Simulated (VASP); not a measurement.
# BaZrO3 (Pm-3m) in VASP: single point with LDA

Aim: the single point of BaZrO3 with LDA.

All numbers are computed with VASP 6.6.1; they aren't measurements. Logs are shortened: lines on timing, memory, paths and dates and some standing lists are left out, and cuts for length are marked.

## 1. The cell of the first run

The structure is cubic, space group Pm-3m (No. 221). Conventional cell: a = 4.147 Å, b = 4.147 Å, c = 4.147 Å, α = 90.00°, β = 90.00°, γ = 90.00°. Within 3.9 Å of Ba (site symmetry m-3m) lie 12 O at 2.93 Å and 8 Zr at 3.59 Å. Within 2.7 Å of Zr (site symmetry m-3m) lie 6 O at 2.07 Å. O (site symmetry 4/mmm) has 2 Zr at 2.07 Å within 2.7 Å.

## 2. Single point, LDA

File INCAR:

```
SYSTEM = BaZrO3
PREC     = Accurate       ! precision mode
ENCUT    = 600            ! plane-wave cutoff, eV
EDIFF    = 1E-6           ! SCF threshold, eV
ISMEAR   = 0              ! smearing method
SIGMA    = 0.01           ! smearing width, eV
LREAL    = .False.        ! projectors in reciprocal space
LASPH    = .True.         ! aspherical terms in the spheres
NELM     = 120            ! most SCF steps
ALGO     = Normal         ! electronic algorithm
ISIF     = 2              ! what is computed and relaxed
LWAVE    = .False.        ! write WAVECAR
LCHARG   = .False.        ! write CHGCAR
GGA      = CA             ! functional
NBANDS   = 28             ! bands
GGA_COMPAT= .False.
```

File KPOINTS:

```
Automatic mesh
0
Gamma
  6 6 6
  0.5 0.5 0.5
```

File POSCAR:

```
BaZrO3
1.0
    4.1473626851      0.0000000000      0.0000000000
    0.0000000000      4.1473626851      0.0000000000
    0.0000000000      0.0000000000      4.1473626851
Ba Zr O
1 1 3
Direct
    0.0000000000      0.0000000000      0.0000000000
    0.5000000000      0.5000000000      0.5000000000
    0.0000000000      0.5000000000      0.5000000000
    0.5000000000      0.0000000000      0.5000000000
    0.5000000000      0.5000000000      0.0000000000
```

Potentials or basis: VASP PAW LDA potentials, release 64 (Ba_sv, Zr_sv, O).

Command:

```bash
$ cat potpaw_LDA.64/Ba_sv/POTCAR potpaw_LDA.64/Zr_sv/POTCAR potpaw_LDA.64/O/POTCAR > POTCAR
$ mpirun -np 1 vasp_std > vasp.out
```

OUTCAR:

```text
SYSTEM = BaZrO3
   PREC = Accurate
   ENCUT = 600
   EDIFF = 1E-6
   ISMEAR = 0
   LREAL = .False.
   LASPH = .True.
   NELM = 120
   ISIF = 2
   GGA = CA

 ion  position               nearest neighbor table
   1  0.000  0.000  0.000-   3 2.93   4 2.93   5 2.93   3 2.93   4 2.93   3 2.93   5 2.93   3 2.93
                             4 2.93   5 2.93   4 2.93   5 2.93   2 3.59   2 3.59   2 3.59   2 3.59
   2  0.500  0.500  0.500-   3 2.07   4 2.07   5 2.07   5 2.07   4 2.07   3 2.07   1 3.59   1 3.59
                             1 3.59   1 3.59   1 3.59   1 3.59   1 3.59   1 3.59
   3  0.000  0.500  0.500-   2 2.07   2 2.07   1 2.93   1 2.93   1 2.93   1 2.93
   4  0.500  0.000  0.500-   2 2.07   2 2.07   1 2.93   1 2.93   1 2.93   1 2.93
   5  0.500  0.500  0.000-   2 2.07   2 2.07   1 2.93   1 2.93   1 2.93   1 2.93

  LATTYP: Found a simple cubic cell.
 ALAT       =     4.1473626851

  Lattice vectors:

 A1 = (   4.1473626851,   0.0000000000,   0.0000000000)
 A2 = (   0.0000000000,   4.1473626851,   0.0000000000)
 A3 = (   0.0000000000,   0.0000000000,   4.1473626851)

Analysis of symmetry for initial positions (statically):
=====================================================================
 Subroutine PRICEL returns:
 Original cell was already a primitive cell.

 Routine SETGRP: Setting up the symmetry group for a
 simple cubic supercell.

 Subroutine GETGRP returns: Found 48 space group operations
 (whereof 48 operations were pure point group operations)
 out of a pool of 48 trial point group operations.

The static configuration has the point symmetry O_h .

Analysis of symmetry for dynamics (positions and initial velocities):
=====================================================================
 Subroutine PRICEL returns:
 Original cell was already a primitive cell.

 Routine SETGRP: Setting up the symmetry group for a
 simple cubic supercell.

 Subroutine GETGRP returns: Found 48 space group operations
 (whereof 48 operations were pure point group operations)
 out of a pool of 48 trial point group operations.

The dynamic configuration has the point symmetry O_h .

 Subroutine INISYM returns: Found 48 space group operations
 (whereof 48 operations are pure point group operations),
 and found     1 'primitive' translations

----------------------------------------------------------------------------------------

                                     Primitive cell

  volume of cell :      71.3372

  direct lattice vectors                    reciprocal lattice vectors
     4.147362685  0.000000000  0.000000000     0.241117085  0.000000000  0.000000000
     0.000000000  4.147362685  0.000000000     0.000000000  0.241117085  0.000000000
     0.000000000  0.000000000  4.147362685     0.000000000  0.000000000  0.241117085

  length of vectors
     4.147362685  4.147362685  4.147362685     0.241117085  0.241117085  0.241117085

  position of ions in fractional coordinates (direct lattice)
     0.000000000  0.000000000  0.000000000
     0.500000000  0.500000000  0.500000000
     0.000000000  0.500000000  0.500000000
     0.500000000  0.000000000  0.500000000
     0.500000000  0.500000000  0.000000000

  ion indices of the primitive-cell ions
   primitive index   ion index
                 1           1
                 2           2
                 3           3
                 4           4
                 5           5

----------------------------------------------------------------------------------------

 KPOINTS: Automatic mesh

Automatic generation of k-mesh.
 Grid dimensions read from file:
 generate k-points for:    6    6    6

 Generating k-lattice:

  Cartesian coordinates                     Fractional coordinates (reciprocal lattice)
     0.040186181  0.000000000  0.000000000     0.166666667  0.000000000  0.000000000
     0.000000000  0.040186181  0.000000000     0.000000000  0.166666667  0.000000000
     0.000000000  0.000000000  0.040186181     0.000000000  0.000000000  0.166666667

  Length of vectors
     0.040186181  0.040186181  0.040186181

  Shift w.r.t. Gamma in fractional coordinates (k-lattice)
     0.500000000  0.500000000  0.500000000

 Subroutine IBZKPT returns following result:
 ===========================================

 Found     10 irreducible k-points:

 Following reciprocal coordinates:
            Coordinates               Weight
  0.083333  0.083333  0.083333      8.000000
  0.250000  0.083333  0.083333     24.000000
  0.416667  0.083333  0.083333     24.000000
  0.250000  0.250000  0.083333     24.000000
  0.416667  0.250000  0.083333     48.000000
  0.416667  0.416667  0.083333     24.000000
  0.250000  0.250000  0.250000      8.000000
  0.416667  0.250000  0.250000     24.000000
  0.416667  0.416667  0.250000     24.000000
  0.416667  0.416667  0.416667      8.000000
   k-points           NKPTS =     10   k-points in BZ     NKDIM =     10   number of bands    NBANDS=     28
   number of dos      NEDOS =    301   number of ions     NIONS =      5
   total plane-waves  NPLWV =  46656
   dimension x,y,z NGX =    36 NGY =   36 NGZ =   36
   dimension x,y,z NGXF=    72 NGYF=   72 NGZF=   72
   ions per type =               1   1   3
   NGX,Y,Z   is equivalent  to a cutoff of  14.43, 14.43, 14.43 a.u.
   NGXF,Y,Z  is equivalent  to a cutoff of  28.86, 28.86, 28.86 a.u.
 SYSTEM =  BaZrO3
   PREC   = accura    normal or accurate (medium, high low for compatibility)
   ISTART =      0    job   : 0-new  1-cont  2-samecut
   ICHARG =      2    charge: 1-file 2-atom 10-const
   ISPIN  =      1    spin polarized calculation?
   LNONCOLLINEAR =      F non collinear calculations
   LSORBIT =      F    spin-orbit coupling
   LASPH  =      T    aspherical Exc in radial PAW
   ENCUT  =  600.0 eV  44.10 Ry    6.64 a.u.   8.28  8.28  8.28*2*pi/ulx,y,z
   NELM   =    120;   NELMIN=  2; NELMDL= -5     # of ELM steps
   EDIFF  = 0.1E-05   stopping-criterion for ELM
   LREAL  =      F    real-space projection
   EDIFFG = 0.1E-04   stopping-criterion for IOM
   NSW    =      0    number of steps for IOM
   IBRION =     -1    ionic relax: 0-MD 1-quasi-New 2-CG
   NFREE  =      0    steps in history (QN), initial steepest desc. (CG)
   ISIF   =      2    stress and relaxation
   ISYM   =      2    0-nonsym 1-usesym 2-fastsym
   POTIM  = 0.5000    time-step for ionic-motion
   TEBEG  =    0.0;   TEEND  =   0.0 temperature during run
   PSTRESS=    0.0 pullay stress
   NELECT =      40.0000    total number of electrons
   NUPDOWN=      -1.0000    fix difference up-down
   EMIN   =  10.00;   EMAX   =-10.00  energy-range for DOS
   EFERMI =   0.00;   METHOD = LEGACY
   ISMEAR =     0;   SIGMA  =   0.01  broadening in eV -4-tet -1-fermi 0-gaus
   EFERMI_NEDOS =   21; number of points for ismear=-14 and -15
   IALGO  =     38    algorithm
   IMIX   =      4    mixing-type and parameters
     AMIX     =   0.40;   BMIX     =  1.00
     AMIX_MAG =   1.60;   BMIX_MAG =  1.00
  volume/ion in A,a.u.               =      14.27        96.28
  Fermi-wavevector in a.u.,A,eV,Ry     =   1.349966  2.551066 24.795367  1.822408
  Thomas-Fermi vector in A             =   2.477509
   LORBIT       =      0    0 simple, 1 ext, 2 COOP (PROOUT), +10 PAW based schemes
   GGA     = CA    functional components
   LHFCALC =     F    Hartree Fock is set to
   AEXX    =    0.0000 exact exchange contribution
   IVDW    =     0    specifies the selected vdW correction
   LEPSILON=     F    determine dielectric tensor
   LRPA    =     F    only Hartree local field effects (RPA)
 non-spin polarized calculation
 Gauss-broadening in eV      SIGMA  =   0.01
  energy-cutoff  :      600.00
  volume of cell :       71.34
 maximum number of plane-waves:      2397
 NGX is ok and might be reduce to    36
   NGX = 17   NGY = 17   NGZ = 17

 number of electron      39.9999990 magnetization

 Free energy of the ion-electron system (eV)
  ---------------------------------------------------
  ext. energy  EPLUGINS =         0.00000000
  ---------------------------------------------------
  free energy    TOTEN  =       -45.74576223 eV

  energy without entropy =      -45.74576223  energy(sigma->0) =      -45.74576223

 E-fermi :   3.6871     XC(G=0): -11.3942

 val. band max:        3.6224975799   @ k =   0.4167   0.4167   0.4167
 cond. band min:       7.1752438453   @ k =   0.0833   0.0833   0.0833
 fundamental gap:      3.5527462655
 Fermi energy:         3.6871090232

 k-point     1 :       0.0833    0.0833    0.0833
  band No.  band energies     occupation
      1     -42.7631      2.00000
      2     -21.3892      2.00000
      3     -21.1682      2.00000
      4     -21.1682      2.00000
      5     -21.1041      2.00000
      6     -12.3697      2.00000
[... 20 lines left out ...]
     27      11.8991      0.00000
     28      11.8992      0.00000

 k-point     2 :       0.2500    0.0833    0.0833
  band No.  band energies     occupation
      1     -42.7613      2.00000
      2     -21.4853      2.00000
      3     -21.1892      2.00000
      4     -21.1643      2.00000
      5     -21.0792      2.00000
      6     -12.4172      2.00000
[... 20 lines left out ...]
     27      11.8787      0.00000
     28      11.8952      0.00000

 k-point     3 :       0.4167    0.0833    0.0833
  band No.  band energies     occupation
      1     -42.7595      2.00000
      2     -21.5953      2.00000
      3     -21.1662      2.00000
      4     -21.1604      2.00000
      5     -21.0778      2.00000
      6     -12.5291      2.00000
[... 20 lines left out ...]
     27      11.8547      0.00000
     28      12.0733      0.00000

 k-point     4 :       0.2500    0.2500    0.0833
  band No.  band energies     occupation
      1     -42.7595      2.00000
      2     -21.4734      2.00000
      3     -21.2929      2.00000
      4     -21.1679      2.00000
      5     -21.0813      2.00000
      6     -12.3047      2.00000
[... 144 lines left out ...]
     27      11.5085      0.00000
     28      12.5105      0.00000

 k-point     9 :       0.4167    0.4167    0.2500
  band No.  band energies     occupation
      1     -42.7542      2.00000
      2     -21.4283      2.00000
      3     -21.4064      2.00000
      4     -21.2825      2.00000
      5     -21.1869      2.00000
      6     -11.7143      2.00000
[... 20 lines left out ...]
     27      11.9083      0.00000
     28      12.9277      0.00000

 k-point    10 :       0.4167    0.4167    0.4167
  band No.  band energies     occupation
      1     -42.7525      2.00000
      2     -21.4066      2.00000
      3     -21.4011      2.00000
      4     -21.4011      2.00000
      5     -21.1868      2.00000
      6     -11.1995      2.00000
[... 20 lines left out ...]
     27      12.7888      0.00000
     28      12.7888      0.00000

------------------------ aborting loop because EDIFF is reached ----------------------------------------

  FORCE on cell =-STRESS in cart. coord.  units (eV):
  Direction    XX          YY          ZZ          XY          YZ          ZX
  --------------------------------------------------------------------------------------
  -------------------------------------------------------------------------------------
  Total        0.6000210      0.6000210      0.6000210     -0.0000000     -0.0000000      0.0000000
  in kB       13.4760001     13.4760001     13.4760001     -0.0000000     -0.0000000      0.0000000
  external PRESSURE =      13.4760001 kB  Pullay stress =       0.0000000 kB

 VOLUME and BASIS-vectors are now :
 -----------------------------------------------------------------------------
  energy-cutoff  :      600.00
  volume of cell :       71.34
      direct lattice vectors                 reciprocal lattice vectors
     4.147362685  0.000000000  0.000000000     0.241117085  0.000000000  0.000000000
     0.000000000  4.147362685  0.000000000     0.000000000  0.241117085  0.000000000
     0.000000000  0.000000000  4.147362685     0.000000000  0.000000000  0.241117085

 POSITION                                       TOTAL-FORCE (eV/Angst)
 -----------------------------------------------------------------------------------
      0.00000      0.00000      0.00000         0.000000      0.000000      0.000000
      2.07368      2.07368      2.07368         0.000000      0.000000      0.000000
      0.00000      2.07368      2.07368         0.000000      0.000000      0.000000
      2.07368      0.00000      2.07368         0.000000      0.000000      0.000000
      2.07368      2.07368      0.00000         0.000000      0.000000      0.000000
 -----------------------------------------------------------------------------------
    total drift:                                0.000000      0.000000      0.000000

  FREE ENERGIE OF THE ION-ELECTRON SYSTEM (eV)
  ---------------------------------------------------
  free  energy   TOTEN  =       -45.7457622269 eV

  energy  without entropy=      -45.7457622269  energy(sigma->0) =      -45.74576223
```

Run time: 43 s. Hardware: 1 thread of AMD EPYC 7R43 (Zen 3), shared host; peak memory 0.14 GiB.

What came out:

```yaml
Free_energy: -45.7458 eV
Pressure: 1.3 GPa
Band_gap_on_the_k_mesh: 3.55 eV (least direct gap 3.86 eV)
```

Caveat: spin-orbit coupling is left out, which moves the levels of the heavy elements; a shifted mesh leaves out Γ, where band edges can lie.
